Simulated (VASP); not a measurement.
# SrVO3 (Pm-3m) in VASP: a series of runs

Runs on SrVO3. Level: PBE. Tasks: single point.

Everything below comes from runs of VASP 6.6.1. Logs are shortened: lines on timing, memory, paths and dates and some standing lists are left out, and cuts for length are marked.

## (1) The cell of the first run

Symmetry: Pm-3m, No. 221, cubic system. Conventional cell: a = 3.806 Å, b = 3.806 Å, c = 3.806 Å, α = 90.00°, β = 90.00°, γ = 90.00°. Within 3.5 Å of Sr (site symmetry m-3m) lie 12 O at 2.69 Å and 8 V at 3.30 Å. V (site symmetry m-3m) has 6 O at 1.90 Å within 2.5 Å. O (site symmetry 4/mmm) has 2 V at 1.90 Å within 2.5 Å.

## (2) Single point, PBE (11.02 Å³/atom)

The input, INCAR:

```
SYSTEM = SrVO3
ALGO = Normal ; EDIFF = 1E-7
ENCUT = 520 ; GGA = PE
ISIF = 2 ; ISMEAR = 0
LASPH = .TRUE. ; LCHARG = .TRUE.
LELF = .TRUE. ; LREAL = .FALSE.
LVHAR = .TRUE. ; LWAVE = .FALSE.
NBANDS = 28 ; NELM = 60
PREC = Accurate ; SIGMA = 0.05
```

The input, KPOINTS:

```
k-points
0
G
  8 8 8
  0 0 0
```

The input, POSCAR:

```
SrVO3
1.0
    3.8057070745      0.0000000000      0.0000000000
    0.0000000000      3.8057070745      0.0000000000
    0.0000000000      0.0000000000      3.8057070745
Sr V O
1 1 3
Direct
    0.5000000000      0.5000000000      0.5000000000
    0.0000000000      0.0000000000      0.0000000000
    0.5000000000      0.0000000000      0.0000000000
    0.0000000000      0.5000000000      0.0000000000
    0.0000000000      0.0000000000      0.5000000000
```

Potentials or basis: VASP PAW PBE potentials, release 64 (Sr_sv, V_sv, O).

The run is started by

```
$ cat potpaw_PBE.64/Sr_sv/POTCAR potpaw_PBE.64/V_sv/POTCAR potpaw_PBE.64/O/POTCAR > POTCAR
$ mpirun -np 1 vasp_std > vasp.out
```

OUTCAR:

```text
SYSTEM = SrVO3
   EDIFF = 1E-7
   ENCUT = 520
   GGA = PE
   ISIF = 2
   ISMEAR = 0
   LASPH = .TRUE.
   LREAL = .FALSE.
   NELM = 60
   PREC = Accurate

 ion  position               nearest neighbor table
   1  0.500  0.500  0.500-   3 2.69   4 2.69   5 2.69   3 2.69   4 2.69   3 2.69   5 2.69   3 2.69
                             4 2.69   5 2.69   4 2.69   5 2.69   2 3.30   2 3.30   2 3.30   2 3.30
   2  0.000  0.000  0.000-   3 1.90   4 1.90   5 1.90   5 1.90   4 1.90   3 1.90   1 3.30   1 3.30
                             1 3.30   1 3.30   1 3.30   1 3.30   1 3.30   1 3.30
   3  0.500  0.000  0.000-   2 1.90   2 1.90   1 2.69   1 2.69   1 2.69   1 2.69
   4  0.000  0.500  0.000-   2 1.90   2 1.90   1 2.69   1 2.69   1 2.69   1 2.69
   5  0.000  0.000  0.500-   2 1.90   2 1.90   1 2.69   1 2.69   1 2.69   1 2.69

  LATTYP: Found a simple cubic cell.
 ALAT       =     3.8057070745

  Lattice vectors:

 A1 = (   3.8057070745,   0.0000000000,   0.0000000000)
 A2 = (   0.0000000000,   3.8057070745,   0.0000000000)
 A3 = (   0.0000000000,   0.0000000000,   3.8057070745)

Analysis of symmetry for initial positions (statically):
=====================================================================
 Subroutine PRICEL returns:
 Original cell was already a primitive cell.

 Routine SETGRP: Setting up the symmetry group for a
 simple cubic supercell.

 Subroutine GETGRP returns: Found 48 space group operations
 (whereof 48 operations were pure point group operations)
 out of a pool of 48 trial point group operations.

The static configuration has the point symmetry O_h .

Analysis of symmetry for dynamics (positions and initial velocities):
=====================================================================
 Subroutine PRICEL returns:
 Original cell was already a primitive cell.

 Routine SETGRP: Setting up the symmetry group for a
 simple cubic supercell.

 Subroutine GETGRP returns: Found 48 space group operations
 (whereof 48 operations were pure point group operations)
 out of a pool of 48 trial point group operations.

The dynamic configuration has the point symmetry O_h .

 Subroutine INISYM returns: Found 48 space group operations
 (whereof 48 operations are pure point group operations),
 and found     1 'primitive' translations

----------------------------------------------------------------------------------------

                                     Primitive cell

  volume of cell :      55.1196

  direct lattice vectors                    reciprocal lattice vectors
     3.805707074  0.000000000  0.000000000     0.262763261  0.000000000  0.000000000
     0.000000000  3.805707074  0.000000000     0.000000000  0.262763261  0.000000000
     0.000000000  0.000000000  3.805707074     0.000000000  0.000000000  0.262763261

  length of vectors
     3.805707074  3.805707074  3.805707074     0.262763261  0.262763261  0.262763261

  position of ions in fractional coordinates (direct lattice)
     0.500000000  0.500000000  0.500000000
     0.000000000  0.000000000  0.000000000
     0.500000000  0.000000000  0.000000000
     0.000000000  0.500000000  0.000000000
     0.000000000  0.000000000  0.500000000

  ion indices of the primitive-cell ions
   primitive index   ion index
                 1           1
                 2           2
                 3           3
                 4           4
                 5           5

----------------------------------------------------------------------------------------

 KPOINTS: k-points

Automatic generation of k-mesh.
 Grid dimensions read from file:
 generate k-points for:    8    8    8

 Generating k-lattice:

  Cartesian coordinates                     Fractional coordinates (reciprocal lattice)
     0.032845408  0.000000000  0.000000000     0.125000000  0.000000000  0.000000000
     0.000000000  0.032845408  0.000000000     0.000000000  0.125000000  0.000000000
     0.000000000  0.000000000  0.032845408     0.000000000  0.000000000  0.125000000

  Length of vectors
     0.032845408  0.032845408  0.032845408

  Shift w.r.t. Gamma in fractional coordinates (k-lattice)
     0.000000000  0.000000000  0.000000000

 Subroutine IBZKPT returns following result:
 ===========================================

 Found     35 irreducible k-points:

 Following reciprocal coordinates:
            Coordinates               Weight
  0.000000  0.000000  0.000000      1.000000
  0.125000  0.000000  0.000000      6.000000
  0.250000  0.000000  0.000000      6.000000
  0.375000  0.000000  0.000000      6.000000
  0.500000  0.000000  0.000000      3.000000
  0.125000  0.125000  0.000000     12.000000
[... 16 lines left out ...]
  0.375000  0.375000  0.125000     24.000000
  0.500000  0.375000  0.125000     24.000000
 [... further k-points ...]
   k-points           NKPTS =     35   k-points in BZ     NKDIM =     35   number of bands    NBANDS=     28
   number of dos      NEDOS =    301   number of ions     NIONS =      5
   total plane-waves  NPLWV =  21952
   dimension x,y,z NGX =    28 NGY =   28 NGZ =   28
   dimension x,y,z NGXF=    56 NGYF=   56 NGZF=   56
   ions per type =               1   1   3
   NGX,Y,Z   is equivalent  to a cutoff of  12.23, 12.23, 12.23 a.u.
   NGXF,Y,Z  is equivalent  to a cutoff of  24.46, 24.46, 24.46 a.u.
 SYSTEM =  SrVO3
   PREC   = accura    normal or accurate (medium, high low for compatibility)
   ISTART =      0    job   : 0-new  1-cont  2-samecut
   ICHARG =      2    charge: 1-file 2-atom 10-const
   ISPIN  =      1    spin polarized calculation?
   LNONCOLLINEAR =      F non collinear calculations
   LSORBIT =      F    spin-orbit coupling
   LASPH  =      T    aspherical Exc in radial PAW
   ENCUT  =  520.0 eV  38.22 Ry    6.18 a.u.   7.08  7.08  7.08*2*pi/ulx,y,z
   NELM   =     60;   NELMIN=  2; NELMDL= -5     # of ELM steps
   EDIFF  = 0.1E-06   stopping-criterion for ELM
   LREAL  =      F    real-space projection
   EDIFFG = 0.1E-05   stopping-criterion for IOM
   NSW    =      0    number of steps for IOM
   IBRION =     -1    ionic relax: 0-MD 1-quasi-New 2-CG
   NFREE  =      0    steps in history (QN), initial steepest desc. (CG)
   ISIF   =      2    stress and relaxation
   ISYM   =      2    0-nonsym 1-usesym 2-fastsym
   POTIM  = 0.5000    time-step for ionic-motion
   TEBEG  =    0.0;   TEEND  =   0.0 temperature during run
   PSTRESS=    0.0 pullay stress
   NELECT =      41.0000    total number of electrons
   NUPDOWN=      -1.0000    fix difference up-down
   EMIN   =  10.00;   EMAX   =-10.00  energy-range for DOS
   EFERMI =   0.00;   METHOD = LEGACY
   ISMEAR =     0;   SIGMA  =   0.05  broadening in eV -4-tet -1-fermi 0-gaus
   EFERMI_NEDOS =   21; number of points for ismear=-14 and -15
   IALGO  =     38    algorithm
   IMIX   =      4    mixing-type and parameters
     AMIX     =   0.40;   BMIX     =  1.00
     AMIX_MAG =   1.60;   BMIX_MAG =  1.00
  volume/ion in A,a.u.               =      11.02        74.39
  Fermi-wavevector in a.u.,A,eV,Ry     =   1.483317  2.803063 29.935954  2.200231
  Thomas-Fermi vector in A             =   2.596994
   LORBIT       =      0    0 simple, 1 ext, 2 COOP (PROOUT), +10 PAW based schemes
   GGA     = PE    functional components
   LHFCALC =     F    Hartree Fock is set to
   AEXX    =    0.0000 exact exchange contribution
   IVDW    =     0    specifies the selected vdW correction
   LEPSILON=     F    determine dielectric tensor
   LRPA    =     F    only Hartree local field effects (RPA)
 non-spin polarized calculation
 Gauss-broadening in eV      SIGMA  =   0.05
  energy-cutoff  :      520.00
  volume of cell :       55.12
 maximum number of plane-waves:      1503
   NGX = 15   NGY = 15   NGZ = 15

 number of electron      40.9999959 magnetization

 Free energy of the ion-electron system (eV)
  ---------------------------------------------------
  ext. energy  EPLUGINS =         0.00000000
  ---------------------------------------------------
  free energy    TOTEN  =       -39.20406528 eV

  energy without entropy =      -39.19910999  energy(sigma->0) =      -39.20158764

 E-fermi :   6.7824     XC(G=0): -11.7263

 val. band max:        6.7222482979   @ k =   0.2500   0.2500   0.0000
 cond. band min:       6.7884567047   @ k =   0.2500   0.0000   0.0000
 fundamental gap:      0.0662084067
 Fermi energy:         6.7824475559

 k-point     1 :       0.0000    0.0000    0.0000
  band No.  band energies     occupation
      1     -59.2271      2.00000
      2     -33.0782      2.00000
      3     -33.0782      2.00000
      4     -33.0782      2.00000
      5     -27.9378      2.00000
      6     -13.3418      2.00000
[... 20 lines left out ...]
     27      10.1377      0.00000
     28      11.5633      0.00000

 k-point     2 :       0.1250    0.0000    0.0000
  band No.  band energies     occupation
      1     -59.2269      2.00000
      2     -33.0842      2.00000
      3     -33.0779      2.00000
      4     -33.0779      2.00000
      5     -27.9323      2.00000
      6     -13.3463      2.00000
[... 20 lines left out ...]
     27      10.4387      0.00000
     28      11.9406      0.00000

 k-point     3 :       0.2500    0.0000    0.0000
  band No.  band energies     occupation
      1     -59.2266      2.00000
      2     -33.0989      2.00000
      3     -33.0772      2.00000
      4     -33.0772      2.00000
      5     -27.9190      2.00000
      6     -13.4015      2.00000
[... 20 lines left out ...]
     27      11.1627      0.00000
     28      12.9526      0.00000

 k-point     4 :       0.3750    0.0000    0.0000
  band No.  band energies     occupation
      1     -59.2263      2.00000
      2     -33.1134      2.00000
      3     -33.0765      2.00000
      4     -33.0765      2.00000
      5     -27.9056      2.00000
      6     -13.5010      2.00000
[... 578 lines left out ...]
     27      13.1452      0.00000
     28      13.4638      0.00000

 k-point    23 :       0.3750    0.3750    0.1250
  band No.  band energies     occupation
      1     -59.2254      2.00000
      2     -33.1106      2.00000
      3     -33.1102      2.00000
      4     -33.0807      2.00000
      5     -27.8781      2.00000
      6     -12.8750      2.00000
[... 20 lines left out ...]
     27      13.2351      0.00000
     28      13.6556      0.00000

 k-point    24 :       0.5000    0.3750    0.1250
  band No.  band energies     occupation
      1     -59.2253      2.00000
      2     -33.1162      2.00000
      3     -33.1100      2.00000
      4     -33.0805      2.00000
      5     -27.8741      2.00000
      6     -12.7690      2.00000
[... 20 lines left out ...]
     27      13.1969      0.00000
     28      13.7953      0.00000

 [... further k-points ...]

------------------------ aborting loop because EDIFF is reached ----------------------------------------

  FORCE on cell =-STRESS in cart. coord.  units (eV):
  Direction    XX          YY          ZZ          XY          YZ          ZX
  --------------------------------------------------------------------------------------
  -------------------------------------------------------------------------------------
  Total        3.1331617      3.1331617      3.1331617      0.0000000      0.0000000     -0.0000000
  in kB       91.0725118     91.0725118     91.0725118      0.0000000      0.0000000     -0.0000000
  external PRESSURE =      91.0725118 kB  Pullay stress =       0.0000000 kB

 VOLUME and BASIS-vectors are now :
 -----------------------------------------------------------------------------
  energy-cutoff  :      520.00
  volume of cell :       55.12
      direct lattice vectors                 reciprocal lattice vectors
     3.805707074  0.000000000  0.000000000     0.262763261  0.000000000  0.000000000
     0.000000000  3.805707074  0.000000000     0.000000000  0.262763261  0.000000000
     0.000000000  0.000000000  3.805707074     0.000000000  0.000000000  0.262763261

 POSITION                                       TOTAL-FORCE (eV/Angst)
 -----------------------------------------------------------------------------------
      1.90285      1.90285      1.90285         0.000000      0.000000      0.000000
      0.00000      0.00000      0.00000         0.000000      0.000000      0.000000
      1.90285      0.00000      0.00000         0.000000      0.000000      0.000000
      0.00000      1.90285      0.00000         0.000000      0.000000      0.000000
      0.00000      0.00000      1.90285         0.000000      0.000000      0.000000
 -----------------------------------------------------------------------------------
    total drift:                               -0.000000      0.000000     -0.000000

  FREE ENERGIE OF THE ION-ELECTRON SYSTEM (eV)
  ---------------------------------------------------
  free  energy   TOTEN  =       -39.2040652850 eV

  energy  without entropy=      -39.1991099916  energy(sigma->0) =      -39.20158764
```

Wall time 40 s (1 thread of Intel Xeon Platinum 8488C (Sapphire Rapids), shared host); peak memory 0.19 GiB.

Results:

| Quantity | Value |
| --- | --- |
| Free energy | -39.2041 eV |
| Pressure | 9.1 GPa |
| Band gap on the k mesh | zero (an odd number of electrons rules out a gap without spin polarisation) |

Levels at points of the mesh, in eV from the Fermi level:
```tsv
k point	band 16	band 17	band 18	band 19	band 20	band 21	band 22	band 23	band 24	band 25
(0.00, 0.00, 0.00)	-3.54	-3.54	-2.64	-2.64	-2.64	-1.16	-1.16	-1.16	1.21	1.21
(0.50, 0.00, 0.00)	-4.88	-4.88	-4.45	-3.11	-3.11	-1.02	0.86	0.86	1.24	3.61
(0.50, 0.50, 0.00)	-5.46	-4.35	-3.89	-3.89	-2.37	0.84	0.84	1.21	2.29	5.54
(0.50, 0.50, 0.50)	-6.23	-6.23	-2.27	-2.27	-2.27	1.45	1.45	1.45	5.10	5.10
```

Caveat: the cell stands under pressure; an odd number of electrons without spin polarisation forces a metal; a magnetic or distorted state may lie lower; the run has no spin polarisation, though such a crystal can be magnetic; semilocal functionals often make such compounds metallic where correlation or magnetic order opens a gap, which also shifts bond lengths. With open d or f shells a metallic result of PBE can be an artefact of self-interaction; +U or a hybrid may open a gap.

[end of part 1 of 3]
